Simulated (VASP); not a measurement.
# Be (Im-3m) in VASP: notebook

The runs below take Be through single point, with PBEsol.

Program: VASP 6.6.1. These are calculated values, not measurements. Logs are shortened: lines on timing, memory, paths and dates and some standing lists are left out, and cuts for length are marked.

## 1. The cell of the first run

It takes space group Im-3m (No. 229, cubic). The conventional cell has a = 2.506 Å, b = 2.506 Å, c = 2.506 Å, α = 90.00°, β = 90.00°, γ = 90.00°. Be (site symmetry m-3m) has 14 Be at 2.17 to 2.51 Å within 2.9 Å.

## 2. Single point, PBEsol

Input file INCAR:

```
PREC     = Accurate       # precision mode
ENCUT    = 520            # plane-wave cutoff, eV
EDIFF    = 1E-7           # SCF threshold, eV
ISMEAR   = -1             # smearing method
SIGMA    = 0.03           # smearing width, eV
LREAL    = False          # projectors in reciprocal space
LASPH    = True           # aspherical terms in the spheres
NELM     = 80             # most SCF steps
ALGO     = Normal         # electronic algorithm
ISIF     = 2              # what is computed and relaxed
LWAVE    = False          # write WAVECAR
LCHARG   = False          # write CHGCAR
GGA      = PS             # functional
NBANDS   = 7              # bands
```

Input file KPOINTS:

```
regular mesh
0
Gamma
  23 23 23
```

Input file POSCAR:

```
Be
1.0
   -1.2531209513      1.2531209513      1.2531209513
    1.2531209513     -1.2531209513      1.2531209513
    1.2531209513      1.2531209513     -1.2531209513
Be
1
Direct
    0.0000000000      0.0000000000      0.0000000000
```

Potentials or basis: VASP PAW PBE potentials, release 64 (Be).

Command:

```console
cat potpaw_PBE.64/Be/POTCAR > POTCAR
mpirun -np 1 vasp_std > vasp.out
```

OUTCAR:

```text
PREC = Accurate
   ENCUT = 520
   EDIFF = 1E-7
   ISMEAR = -1
   LREAL = False
   LASPH = True
   NELM = 80
   ISIF = 2
   GGA = PS

 ion  position               nearest neighbor table
   1  0.000  0.000  0.000-

  LATTYP: Found a body centered cubic cell.
 ALAT       =     2.5062419026

  Lattice vectors:

 A1 = (  -1.2531209513,   1.2531209513,   1.2531209513)
 A2 = (   1.2531209513,  -1.2531209513,   1.2531209513)
 A3 = (   1.2531209513,   1.2531209513,  -1.2531209513)

Analysis of symmetry for initial positions (statically):
=====================================================================
 Subroutine PRICEL returns:
 Original cell was already a primitive cell.

 Routine SETGRP: Setting up the symmetry group for a
 body centered cubic supercell.

 Subroutine GETGRP returns: Found 48 space group operations
 (whereof 48 operations were pure point group operations)
 out of a pool of 48 trial point group operations.

The static configuration has the point symmetry O_h .

Analysis of symmetry for dynamics (positions and initial velocities):
=====================================================================
 Subroutine PRICEL returns:
 Original cell was already a primitive cell.

 Routine SETGRP: Setting up the symmetry group for a
 body centered cubic supercell.

 Subroutine GETGRP returns: Found 48 space group operations
 (whereof 48 operations were pure point group operations)
 out of a pool of 48 trial point group operations.

The dynamic configuration has the point symmetry O_h .

 Subroutine INISYM returns: Found 48 space group operations
 (whereof 48 operations are pure point group operations),
 and found     1 'primitive' translations

----------------------------------------------------------------------------------------

                                     Primitive cell

  volume of cell :       7.8712

  direct lattice vectors                    reciprocal lattice vectors
    -1.253120951  1.253120951  1.253120951     0.000000000  0.399003783  0.399003783
     1.253120951 -1.253120951  1.253120951     0.399003783  0.000000000  0.399003783
     1.253120951  1.253120951 -1.253120951     0.399003783  0.399003783  0.000000000

  length of vectors
     2.170469156  2.170469156  2.170469156     0.564276561  0.564276561  0.564276561

  position of ions in fractional coordinates (direct lattice)
     0.000000000  0.000000000  0.000000000

  ion indices of the primitive-cell ions
   primitive index   ion index
                 1           1

----------------------------------------------------------------------------------------

 KPOINTS: regular mesh

Automatic generation of k-mesh.
 Grid dimensions read from file:
 generate k-points for:   23   23   23

 Generating k-lattice:

  Cartesian coordinates                     Fractional coordinates (reciprocal lattice)
     0.000000000  0.017347991  0.017347991     0.043478261  0.000000000  0.000000000
     0.017347991  0.000000000  0.017347991     0.000000000  0.043478261  0.000000000
     0.017347991  0.017347991  0.000000000     0.000000000  0.000000000  0.043478261

  Length of vectors
     0.024533764  0.024533764  0.024533764

  Shift w.r.t. Gamma in fractional coordinates (k-lattice)
     0.000000000  0.000000000  0.000000000

 Subroutine IBZKPT returns following result:
 ===========================================

 Found    364 irreducible k-points:

 Following reciprocal coordinates:
            Coordinates               Weight
  0.000000  0.000000  0.000000      1.000000
  0.043478  0.000000  0.000000     12.000000
  0.086957  0.000000  0.000000     12.000000
  0.130435  0.000000  0.000000     12.000000
  0.173913  0.000000  0.000000     12.000000
  0.217391  0.000000  0.000000     12.000000
[... 16 lines left out ...]
  0.478261  0.043478  0.000000     24.000000
  0.086957  0.086957  0.000000     24.000000
 [... further k-points ...]
   k-points           NKPTS =    364   k-points in BZ     NKDIM =    364   number of bands    NBANDS=      7
   number of dos      NEDOS =    301   number of ions     NIONS =      1
   total plane-waves  NPLWV =   4096
   dimension x,y,z NGX =    16 NGY =   16 NGZ =   16
   dimension x,y,z NGXF=    32 NGYF=   32 NGZF=   32
   ions per type =               1
   NGX,Y,Z   is equivalent  to a cutoff of  12.26, 12.26, 12.26 a.u.
   NGXF,Y,Z  is equivalent  to a cutoff of  24.51, 24.51, 24.51 a.u.
 SYSTEM =  unknown system
   PREC   = accura    normal or accurate (medium, high low for compatibility)
   ISTART =      0    job   : 0-new  1-cont  2-samecut
   ICHARG =      2    charge: 1-file 2-atom 10-const
   ISPIN  =      1    spin polarized calculation?
   LNONCOLLINEAR =      F non collinear calculations
   LSORBIT =      F    spin-orbit coupling
   LASPH  =      T    aspherical Exc in radial PAW
   ENCUT  =  520.0 eV  38.22 Ry    6.18 a.u.   4.04  4.04  4.04*2*pi/ulx,y,z
   NELM   =     80;   NELMIN=  2; NELMDL= -5     # of ELM steps
   EDIFF  = 0.1E-06   stopping-criterion for ELM
   LREAL  =      F    real-space projection
   EDIFFG = 0.1E-05   stopping-criterion for IOM
   NSW    =      0    number of steps for IOM
   IBRION =     -1    ionic relax: 0-MD 1-quasi-New 2-CG
   NFREE  =      0    steps in history (QN), initial steepest desc. (CG)
   ISIF   =      2    stress and relaxation
   ISYM   =      2    0-nonsym 1-usesym 2-fastsym
   POTIM  = 0.5000    time-step for ionic-motion
   TEBEG  =    0.0;   TEEND  =   0.0 temperature during run
   PSTRESS=    0.0 pullay stress
   NELECT =       2.0000    total number of electrons
   NUPDOWN=      -1.0000    fix difference up-down
   EMIN   =  10.00;   EMAX   =-10.00  energy-range for DOS
   EFERMI =   0.00;   METHOD = LEGACY
   ISMEAR =    -1;   SIGMA  =   0.03  broadening in eV -4-tet -1-fermi 0-gaus
   EFERMI_NEDOS =   21; number of points for ismear=-14 and -15
   IALGO  =     38    algorithm
   IMIX   =      4    mixing-type and parameters
     AMIX     =   0.40;   BMIX     =  1.00
     AMIX_MAG =   1.60;   BMIX_MAG =  1.00
  volume/ion in A,a.u.               =       7.87        53.12
  Fermi-wavevector in a.u.,A,eV,Ry     =   1.036904  1.959464 14.628572  1.075170
  Thomas-Fermi vector in A             =   2.171317
   LORBIT       =      0    0 simple, 1 ext, 2 COOP (PROOUT), +10 PAW based schemes
   GGA     = PS    functional components
   LHFCALC =     F    Hartree Fock is set to
   AEXX    =    0.0000 exact exchange contribution
   IVDW    =     0    specifies the selected vdW correction
   LEPSILON=     F    determine dielectric tensor
   LRPA    =     F    only Hartree local field effects (RPA)
 non-spin polarized calculation
  energy-cutoff  :      520.00
  volume of cell :        7.87
 maximum number of plane-waves:       236
   NGX =  7   NGY =  7   NGZ =  7

 number of electron       2.0000000 magnetization

 Free energy of the ion-electron system (eV)
  ---------------------------------------------------
  ext. energy  EPLUGINS =         0.00000000
  ---------------------------------------------------
  free energy    TOTEN  =        -3.89870139 eV

  energy without entropy =       -3.89813711  energy(sigma->0) =       -3.89841925

 E-fermi :   7.9434     XC(G=0): -10.6281

 val. band max:        7.8977108797   @ k =   0.3043   0.2609   0.0870
 cond. band min:       7.9834813727   @ k =  -0.4348   0.4348   0.3913
 fundamental gap:      0.0857704929
 Fermi energy:         7.9434341395

 k-point     1 :       0.0000    0.0000    0.0000
  band No.  band energies     occupation
      1      -4.3161      2.00000
      2      27.2591      0.00000
      3      27.2591      0.00000
      4      27.2591      0.00000
      5      38.6176      0.00000
      6      38.6176      0.00000
      7      38.6176      0.00000

 k-point     2 :       0.0435    0.0000    0.0000
  band No.  band energies     occupation
      1      -4.2499      2.00000
      2      26.9327      0.00000
      3      26.9843      0.00000
      4      27.1808      0.00000
      5      37.6871      0.00000
      6      37.7332      0.00000
      7      39.0669      0.00000

 k-point     3 :       0.0870    0.0000    0.0000
  band No.  band energies     occupation
      1      -4.0514      2.00000
      2      25.9289      0.00000
      3      26.2714      0.00000
      4      26.9500      0.00000
      5      35.8348      0.00000
      6      36.2036      0.00000
      7      39.4206      0.00000

 k-point     4 :       0.1304    0.0000    0.0000
  band No.  band energies     occupation
      1      -3.7203      2.00000
      2      24.2732      0.00000
      3      25.3318      0.00000
      4      26.5822      0.00000
      5      34.4759      0.00000
      6      34.6840      0.00000
      7      38.9195      0.00000

 k-point     5 :       0.1739    0.0000    0.0000
  band No.  band energies     occupation
      1      -3.2569      2.00000
      2      22.1553      0.00000
      3      24.3302      0.00000
      4      26.1092      0.00000
      5      33.2921      0.00000
      6      33.7038      0.00000
      7      38.7854      0.00000
[... 161 lines left out ...]
 k-point    22 :       0.4348    0.0435   -0.0000
  band No.  band energies     occupation
      1       2.3445      2.00000
      2       8.8674      0.00000
      3      20.0153      0.00000
      4      22.8467      0.00000
      5      29.1708      0.00000
      6      34.1710      0.00000
      7      43.7408      0.00000

 k-point    23 :       0.4783    0.0435    0.0000
  band No.  band energies     occupation
      1       2.7449      2.00000
      2       8.3109      0.00001
      3      19.9367      0.00000
      4      22.7805      0.00000
      5      29.0876      0.00000
      6      34.2407      0.00000
      7      44.1822      0.00000

 k-point    24 :       0.0870    0.0870    0.0000
  band No.  band energies     occupation
      1      -3.5214      2.00000
      2      24.0800      0.00000
      3      24.2601      0.00000
      4      25.9378      0.00000
      5      34.0350      0.00000
      6      34.5926      0.00000
      7      38.7803      0.00000

 [... further k-points ...]
[... 5 lines left out ...]
  --------------------------------------------------------------------------------------
  -------------------------------------------------------------------------------------
  Total       -0.0790548     -0.0790548     -0.0790548      0.0000000      0.0000000      0.0000000
  in kB      -16.0916197    -16.0916197    -16.0916197      0.0000000      0.0000000      0.0000000
  external PRESSURE =     -16.0916197 kB  Pullay stress =       0.0000000 kB

 VOLUME and BASIS-vectors are now :
 -----------------------------------------------------------------------------
  energy-cutoff  :      520.00
  volume of cell :        7.87
      direct lattice vectors                 reciprocal lattice vectors
    -1.253120951  1.253120951  1.253120951     0.000000000  0.399003783  0.399003783
     1.253120951 -1.253120951  1.253120951     0.399003783  0.000000000  0.399003783
     1.253120951  1.253120951 -1.253120951     0.399003783  0.399003783  0.000000000

 POSITION                                       TOTAL-FORCE (eV/Angst)
 -----------------------------------------------------------------------------------
      0.00000      0.00000      0.00000        -0.000000      0.000000     -0.000000
 -----------------------------------------------------------------------------------
    total drift:                               -0.000000     -0.000000     -0.000000

  FREE ENERGIE OF THE ION-ELECTRON SYSTEM (eV)
  ---------------------------------------------------
  free  energy   TOTEN  =        -3.8987013924 eV

  energy  without entropy=       -3.8981371069  energy(sigma->0) =       -3.89841925
```

Wall time 7.4 s (1 thread of Intel Xeon Platinum 8259CL at 2.50GHz (Skylake/Cascade Lake), shared host); peak memory 0.12 GiB.

What came out:

| Quantity | Value |
| --- | --- |
| Free energy | -3.8987 eV |
| Pressure | -1.6 GPa |
| Band gap on the k mesh | zero (band 1 reaches 11.44 eV, above the bottom of band 2 at 6.59 eV) |

Caveat: the PAW data sets were made with another functional, which shifts forces and pressure a little.

## 3. Single point, PBEsol (volume scaled by 1.01)

Input file INCAR:

```
PREC = Accurate ; ENCUT = 520
EDIFF = 1E-6 ; ISMEAR = -1
SIGMA = 0.03 ; LREAL = False
LASPH = True ; NELM = 100
ALGO = Normal ; ISIF = 2
LWAVE = False ; LCHARG = True
GGA = PS ; LELF = True
LVHAR = True ; NBANDS = 7
```

KPOINTS is that of step 2.

Input file POSCAR:

```
Be
1.0
   -1.2572841744      1.2572841744      1.2572841744
    1.2572841744     -1.2572841744      1.2572841744
    1.2572841744      1.2572841744     -1.2572841744
Be
1
Direct
    0.0000000000      0.0000000000      0.0000000000
```

Potentials or basis: VASP PAW PBE potentials, release 64 (Be).

Command:

```console
cat potpaw_PBE.64/Be/POTCAR > POTCAR
mpirun -np 1 vasp_std > vasp.out
```

Wall time 6.1 s (1 thread of Intel Xeon Platinum 8259CL at 2.50GHz (Skylake/Cascade Lake), shared host); peak memory 0.12 GiB.

The run converged. Its results:

| Property | Result |
| --- | --- |
| Free energy | -3.8976 eV |
| Pressure | -2.8 GPa |
| Band gap on the k mesh | zero (band 1 reaches 11.32 eV, above the bottom of band 2 at 6.51 eV) |

Levels at points of the mesh, in eV from the Fermi level:
```csv
k point,band 1,band 2,band 3,band 4
"(0.00, 0.00, 0.00)",-12.20,19.16,19.16,19.16
```

Caveat: the PAW data sets were made with another functional, which shifts forces and pressure a little.

(Continued in part 2 of 2.)
